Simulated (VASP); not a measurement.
# SnO (P4/nmm) in VASP: single point with LDA

Aim: the single point of SnO with LDA.

Everything below comes from runs of VASP 6.6.1. Logs are shortened: lines on timing, memory, paths and dates and some standing lists are left out, and cuts for length are marked.

## 1. The cell of the first run

Symmetry: P4/nmm, No. 129, tetragonal system. Conventional cell: a = 3.768 Å, b = 3.768 Å, c = 4.661 Å, α = 90.00°, β = 90.00°, γ = 90.00°. Sn (site symmetry 4mm) has 4 O at 2.20 Å within 2.9 Å. O (site symmetry -4m2) has 4 Sn at 2.20 Å and 4 O at 2.66 Å within 2.9 Å.

## 2. Single point, LDA

INCAR

```
  PREC = Accurate
  ENCUT = 1340
  EDIFF = 1E-6
  ISMEAR = 0
  SIGMA = 0.01
  LREAL = False
  LASPH = True
  NELM = 120
  ALGO = Normal
  ISIF = 2
  LWAVE = False
  LCHARG = True
  LELF = True
  LVHAR = True
  NBANDS = 28
  GGA_COMPAT = False
```

KPOINTS

```
Automatic mesh
0
Gamma
  10 10 8
```

POSCAR

```
SnO
1.0
    3.7684145659      0.0000000000      0.0000000000
    0.0000000000      3.7684145659      0.0000000000
    0.0000000000      0.0000000000      4.6608438525
Sn O
2 2
Direct
    0.5000000000      0.0000000000      0.2454391878
    0.0000000000      0.5000000000      0.7545608122
    0.0000000000      0.0000000000      0.0000000000
    0.5000000000      0.5000000000      0.0000000000
```

Potentials or basis: VASP PAW LDA potentials, release 64 (Sn_d, O_h).

The run is started by

```sh
cat potpaw_LDA.64/Sn_d/POTCAR potpaw_LDA.64/O_h/POTCAR > POTCAR
mpirun -np 1 vasp_std > vasp.out
```

OUTCAR:

```text
PREC = Accurate
   ENCUT = 1340
   EDIFF = 1E-6
   ISMEAR = 0
   LREAL = False
   LASPH = True
   NELM = 120
   ISIF = 2

 ion  position               nearest neighbor table
   1  0.500  0.000  0.245-   3 2.20   4 2.20   4 2.20   3 2.20   2 3.51   2 3.51   2 3.51   2 3.51
                             2 3.57   2 3.57   2 3.57   2 3.57
   2  0.000  0.500  0.755-   3 2.20   4 2.20   3 2.20   4 2.20   1 3.51   1 3.51   1 3.51   1 3.51
                             1 3.57   1 3.57   1 3.57   1 3.57
   3  0.000  0.000  0.000-   1 2.20   2 2.20   2 2.20   1 2.20
   4  0.500  0.500  0.000-   1 2.20   2 2.20   1 2.20   2 2.20

  LATTYP: Found a simple tetragonal cell.
 ALAT       =     3.7684145659
 C/A-ratio  =     1.2368182351

  Lattice vectors:

 A1 = (   3.7684145659,   0.0000000000,   0.0000000000)
 A2 = (   0.0000000000,   3.7684145659,   0.0000000000)
 A3 = (   0.0000000000,   0.0000000000,   4.6608438525)

Analysis of symmetry for initial positions (statically):
=====================================================================
 Subroutine PRICEL returns:
 Original cell was already a primitive cell.

 Routine SETGRP: Setting up the symmetry group for a
 simple tetragonal supercell.

 Subroutine GETGRP returns: Found 16 space group operations
 (whereof  8 operations were pure point group operations)
 out of a pool of 16 trial point group operations.

The static configuration has the point symmetry D_2d.
 The point group associated with its full space group is D_4h.

Analysis of symmetry for dynamics (positions and initial velocities):
=====================================================================
 Subroutine PRICEL returns:
 Original cell was already a primitive cell.

 Routine SETGRP: Setting up the symmetry group for a
 simple tetragonal supercell.

 Subroutine GETGRP returns: Found 16 space group operations
 (whereof  8 operations were pure point group operations)
 out of a pool of 16 trial point group operations.

The dynamic configuration has the point symmetry D_2d.
 The point group associated with its full space group is D_4h.

 Subroutine INISYM returns: Found 16 space group operations
 (whereof  8 operations are pure point group operations),
 and found     1 'primitive' translations

----------------------------------------------------------------------------------------

                                     Primitive cell

  volume of cell :      66.1884

  direct lattice vectors                    reciprocal lattice vectors
     3.768414566  0.000000000  0.000000000     0.265363585  0.000000000  0.000000000
     0.000000000  3.768414566  0.000000000     0.000000000  0.265363585  0.000000000
     0.000000000  0.000000000  4.660843853     0.000000000  0.000000000  0.214553422

  length of vectors
     3.768414566  3.768414566  4.660843853     0.265363585  0.265363585  0.214553422

  position of ions in fractional coordinates (direct lattice)
     0.500000000  0.000000000  0.245439188
     0.000000000  0.500000000  0.754560812
     0.000000000  0.000000000  0.000000000
     0.500000000  0.500000000  0.000000000

  ion indices of the primitive-cell ions
   primitive index   ion index
                 1           1
                 2           2
                 3           3
                 4           4

----------------------------------------------------------------------------------------

 KPOINTS: Automatic mesh

Automatic generation of k-mesh.
 Grid dimensions read from file:
 generate k-points for:   10   10    8

 Generating k-lattice:

  Cartesian coordinates                     Fractional coordinates (reciprocal lattice)
     0.026536359  0.000000000  0.000000000     0.100000000  0.000000000  0.000000000
     0.000000000  0.026536359  0.000000000     0.000000000  0.100000000  0.000000000
     0.000000000  0.000000000  0.026819178     0.000000000  0.000000000  0.125000000

  Length of vectors
     0.026536359  0.026536359  0.026819178

  Shift w.r.t. Gamma in fractional coordinates (k-lattice)
     0.000000000  0.000000000  0.000000000

 Subroutine IBZKPT returns following result:
 ===========================================

 Found    105 irreducible k-points:

 Following reciprocal coordinates:
            Coordinates               Weight
  0.000000  0.000000  0.000000      1.000000
  0.100000  0.000000  0.000000      4.000000
  0.200000  0.000000  0.000000      4.000000
  0.300000  0.000000  0.000000      4.000000
  0.400000  0.000000  0.000000      4.000000
  0.500000  0.000000  0.000000      2.000000
[... 16 lines left out ...]
  0.100000  0.000000  0.125000      8.000000
  0.200000  0.000000  0.125000      8.000000
 [... further k-points ...]
   k-points           NKPTS =    105   k-points in BZ     NKDIM =    105   number of bands    NBANDS=     28
   number of dos      NEDOS =    301   number of ions     NIONS =      4
   total plane-waves  NPLWV = 129024
   dimension x,y,z NGX =    48 NGY =   48 NGZ =   56
   dimension x,y,z NGXF=    96 NGYF=   96 NGZF=  112
   ions per type =               2   2
   NGX,Y,Z   is equivalent  to a cutoff of  21.18, 21.18, 19.97 a.u.
   NGXF,Y,Z  is equivalent  to a cutoff of  42.35, 42.35, 39.95 a.u.
 SYSTEM =  unknown system
   PREC   = accura    normal or accurate (medium, high low for compatibility)
   ISTART =      0    job   : 0-new  1-cont  2-samecut
   ICHARG =      2    charge: 1-file 2-atom 10-const
   ISPIN  =      1    spin polarized calculation?
   LNONCOLLINEAR =      F non collinear calculations
   LSORBIT =      F    spin-orbit coupling
   LASPH  =      T    aspherical Exc in radial PAW
   ENCUT  = 1340.0 eV  98.49 Ry    9.92 a.u.  11.25 11.25 13.91*2*pi/ulx,y,z
   NELM   =    120;   NELMIN=  2; NELMDL= -5     # of ELM steps
   EDIFF  = 0.1E-05   stopping-criterion for ELM
   LREAL  =      F    real-space projection
   EDIFFG = 0.1E-04   stopping-criterion for IOM
   NSW    =      0    number of steps for IOM
   IBRION =     -1    ionic relax: 0-MD 1-quasi-New 2-CG
   NFREE  =      0    steps in history (QN), initial steepest desc. (CG)
   ISIF   =      2    stress and relaxation
   ISYM   =      2    0-nonsym 1-usesym 2-fastsym
   POTIM  = 0.5000    time-step for ionic-motion
   TEBEG  =    0.0;   TEEND  =   0.0 temperature during run
   PSTRESS=    0.0 pullay stress
   NELECT =      40.0000    total number of electrons
   NUPDOWN=      -1.0000    fix difference up-down
   EMIN   =  10.00;   EMAX   =-10.00  energy-range for DOS
   EFERMI =   0.00;   METHOD = LEGACY
   ISMEAR =     0;   SIGMA  =   0.01  broadening in eV -4-tet -1-fermi 0-gaus
   EFERMI_NEDOS =   21; number of points for ismear=-14 and -15
   IALGO  =     38    algorithm
   IMIX   =      4    mixing-type and parameters
     AMIX     =   0.40;   BMIX     =  1.00
     AMIX_MAG =   1.60;   BMIX_MAG =  1.00
  volume/ion in A,a.u.               =      16.55       111.67
  Fermi-wavevector in a.u.,A,eV,Ry     =   1.384100  2.615570 26.065134  1.915733
  Thomas-Fermi vector in A             =   2.508636
   LORBIT       =      0    0 simple, 1 ext, 2 COOP (PROOUT), +10 PAW based schemes
   GGA     = CA    functional components
   LHFCALC =     F    Hartree Fock is set to
   AEXX    =    0.0000 exact exchange contribution
   IVDW    =     0    specifies the selected vdW correction
   LEPSILON=     F    determine dielectric tensor
   LRPA    =     F    only Hartree local field effects (RPA)
 non-spin polarized calculation
 Gauss-broadening in eV      SIGMA  =   0.01
  energy-cutoff  :     1340.00
  volume of cell :       66.19
 maximum number of plane-waves:      7406
 NGX is ok and might be reduce to    48
   NGX = 23   NGY = 23   NGZ = 27

 number of electron      39.9999998 magnetization

 Free energy of the ion-electron system (eV)
  ---------------------------------------------------
  ext. energy  EPLUGINS =         0.00000000
  ---------------------------------------------------
  free energy    TOTEN  =       -25.74920245 eV

  energy without entropy =      -25.74915757  energy(sigma->0) =      -25.74918001

 E-fermi :   7.8354     XC(G=0): -10.9825

 val. band max:        7.8309953566   @ k =   0.1000   0.1000   0.0000
 cond. band min:       7.8949558896   @ k =   0.5000   0.5000   0.1250
 fundamental gap:      0.0639605330
 Fermi energy:         7.8353636993

 k-point     1 :       0.0000    0.0000    0.0000
  band No.  band energies     occupation
      1     -14.2034      2.00000
      2     -13.7331      2.00000
      3     -13.7331      2.00000
      4     -13.7153      2.00000
      5     -13.6698      2.00000
      6     -13.6649      2.00000
[... 20 lines left out ...]
     27      14.4903      0.00000
     28      14.8130      0.00000

 k-point     2 :       0.1000    0.0000    0.0000
  band No.  band energies     occupation
      1     -14.1974      2.00000
      2     -13.7308      2.00000
      3     -13.7295      2.00000
      4     -13.7140      2.00000
      5     -13.6655      2.00000
      6     -13.6651      2.00000
[... 20 lines left out ...]
     27      14.6269      0.00000
     28      15.6642      0.00000

 k-point     3 :       0.2000    0.0000    0.0000
  band No.  band energies     occupation
      1     -14.1804      2.00000
      2     -13.7731      2.00000
      3     -13.7235      2.00000
      4     -13.7194      2.00000
      5     -13.6848      2.00000
      6     -13.6668      2.00000
[... 20 lines left out ...]
     27      14.8111      0.00000
     28      17.3092      0.00000

 k-point     4 :       0.3000    0.0000    0.0000
  band No.  band energies     occupation
      1     -14.1537      2.00000
      2     -13.8860      2.00000
      3     -13.7116      2.00000
      4     -13.7043      2.00000
      5     -13.6778      2.00000
      6     -13.6681      2.00000
[... 578 lines left out ...]
     27      14.4638      0.00000
     28      14.9452      0.00000

 k-point    23 :       0.1000    0.0000    0.1250
  band No.  band energies     occupation
      1     -14.1939      2.00000
      2     -13.7302      2.00000
      3     -13.7260      2.00000
      4     -13.7151      2.00000
      5     -13.6645      2.00000
      6     -13.6622      2.00000
[... 20 lines left out ...]
     27      14.6795      0.00000
     28      15.7353      0.00000

 k-point    24 :       0.2000    0.0000    0.1250
  band No.  band energies     occupation
      1     -14.1781      2.00000
      2     -13.7841      2.00000
      3     -13.7196      2.00000
      4     -13.7139      2.00000
      5     -13.6873      2.00000
      6     -13.6621      2.00000
[... 20 lines left out ...]
     27      14.9800      0.00000
     28      17.2906      0.00000

 [... further k-points ...]
[... 5 lines left out ...]
  --------------------------------------------------------------------------------------
  -------------------------------------------------------------------------------------
  Total        0.1051846      0.1051846      0.1002436      0.0000000      0.0000000      0.0000000
  in kB        2.5461309      2.5461309      2.4265273      0.0000000      0.0000000      0.0000000
  external PRESSURE =       2.5062630 kB  Pullay stress =       0.0000000 kB

 VOLUME and BASIS-vectors are now :
 -----------------------------------------------------------------------------
  energy-cutoff  :     1340.00
  volume of cell :       66.19
      direct lattice vectors                 reciprocal lattice vectors
     3.768414566  0.000000000  0.000000000     0.265363585  0.000000000  0.000000000
     0.000000000  3.768414566  0.000000000     0.000000000  0.265363585  0.000000000
     0.000000000  0.000000000  4.660843853     0.000000000  0.000000000  0.214553422

 POSITION                                       TOTAL-FORCE (eV/Angst)
 -----------------------------------------------------------------------------------
      1.88421      0.00000      1.14395        -0.000000      0.000000      0.098815
      0.00000      1.88421      3.51689         0.000000      0.000000     -0.098815
      0.00000      0.00000      0.00000         0.000000     -0.000000     -0.000000
      1.88421      1.88421      0.00000         0.000000      0.000000     -0.000000
 -----------------------------------------------------------------------------------
    total drift:                                0.000000      0.000000      0.000000

  FREE ENERGIE OF THE ION-ELECTRON SYSTEM (eV)
  ---------------------------------------------------
  free  energy   TOTEN  =       -25.7492024479 eV

  energy  without entropy=      -25.7491575706  energy(sigma->0) =      -25.74918001
```

Run time: 7.2 min. Hardware: 1 thread of Intel Xeon Platinum 8488C (Sapphire Rapids), shared host; peak memory 0.75 GiB.

What came out:

```
Free energy            : -25.7492 eV
Pressure               : 0.3 GPa
Largest force          : 0.099 eV/Å
Band gap on the k mesh : zero (bands 20 and 21 overlap by 0.20 eV)
```

Forces on the atoms (eV/Å):
```
Sn   0.000  0.000  0.099
Sn   0.000  0.000 -0.099
O    0.000  0.000  0.000
O    0.000  0.000  0.000
```

Caveat: semilocal functionals underestimate gaps, and a narrow one can read as zero; spin-orbit coupling is left out, which moves the levels of the heavy elements.

The gap in the log of VASP goes by the Fermi energy; the results here count the filled bands.